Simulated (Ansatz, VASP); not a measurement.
Two plane-wave programs on BeTe

The input INCAR:

```
SYSTEM = BeTe
  PREC = Accurate
  ENCUT = 600
  EDIFF = 1E-6
  ISMEAR = 0
  SIGMA = 0.05
  LREAL = .False.
  LASPH = .True.
  NELM = 120
  ALGO = Normal
  ISIF = 2
  LWAVE = .False.
  LCHARG = .False.
  GGA = RP
  IVDW = 13
  NBANDS = 11
  GGA_COMPAT = .False.
```

File KPOINTS:

```
regular mesh
0
Gamma
  8 8 8
  0 0 0
```

The input POSCAR:

```
BeTe
1.0
    0.0000000000      2.7742507842      2.7742507842
    2.7742507842      0.0000000000      2.7742507842
    2.7742507842      2.7742507842      0.0000000000
Be Te
1 1
Direct
    0.0000000000      0.0000000000      0.0000000000
    0.7500000000      0.7500000000      0.7500000000
```

Input for Ansatz:

```yaml
crystal:
  lattice:
    - [0.0, 2.7742507842, 2.7742507842]
    - [2.7742507842, 0.0, 2.7742507842]
    - [2.7742507842, 2.7742507842, 0.0]
  atoms:
    - { symbol: Be, position: [0.0, 0.0, 0.0] }
    - { symbol: Te, position: [0.75, 0.75, 0.75] }
basis:
  ecutwfc: 420
  ecutrho_ratio: 4
kpoints:
  mp_grid: { grid: [8, 8, 8] }
hamiltonian:
  xc: rpbe
  dispersion: d4
scf:
  occupations: { method: gaussian, width: 0.05 }
output:
  forces: true
  stress: true
  eigenvalues: true
```

Alike in both runs: task single point; functional RPBE; dispersion D4; k mesh 8 × 8 × 8; occupations gaussian, width 0.05 eV; no spin polarisation.

|  | VASP | Ansatz |
| --- | --- | --- |
| version | VASP 6.6.1 | Ansatz 0.2.0 |
| potentials or method | VASP PAW PBE potentials, release 64 (Be, Te), cutoff 600 eV | scalar-relativistic, plane waves, PAW |
| valence electrons in the cell | 8 | 18 |

Ansatz gave:

```
gap on the k mesh at the Fermi level (eV) : 1.96
least direct gap on the mesh (eV)         : 3.61
pressure (GPa)                            : 0.4
```

Estimate VASP's values.

gap on the k mesh at the Fermi level (eV): 1.95; least direct gap on the mesh (eV): 3.59; pressure (GPa): 0.5.

VASP's potentials were made for PBE, not for RPBE. VASP's potentials hold 8 valence electrons a cell and Ansatz's 18, so a difference there can come from the potentials and not from the codes.

Neither program's run includes spin-orbit coupling.
